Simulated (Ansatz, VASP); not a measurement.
Two plane-wave programs on AgI

```xyz
2
Lattice="0.0000 3.2472 3.2472 3.2472 0.0000 3.2472 3.2472 3.2472 0.0000" Properties=species:S:1:pos:R:3 pbc="T T T"
Ag    0.0000    0.0000    0.0000
I     1.6236    1.6236    1.6236
```

Alike in both runs: task single point; functional PBE; k mesh 6 × 6 × 6; no spin polarisation.

```csv
,VASP,Ansatz
version,VASP 6.6.1,Ansatz 0.2.0
potentials or method,"VASP PAW PBE potentials, release 64 (Ag, I)","plane waves, PAW"
plane-wave cutoff (eV),500,420
occupations,"gaussian, width 0.01 eV",fixed
valence electrons in the cell,18,36
```

Ansatz gave:

```
gap on the k mesh at the Fermi level (eV) : 1.34
pressure (GPa)                            : 1.9
```

**Question.** What did VASP give for the same quantities?

**Answer.** gap on the k mesh at the Fermi level (eV): 1.34; pressure (GPa): 1.8.

VASP's potentials hold 18 valence electrons a cell and Ansatz's 36, so a difference there can come from the potentials and not from the codes.

Neither program's run includes spin-orbit coupling.
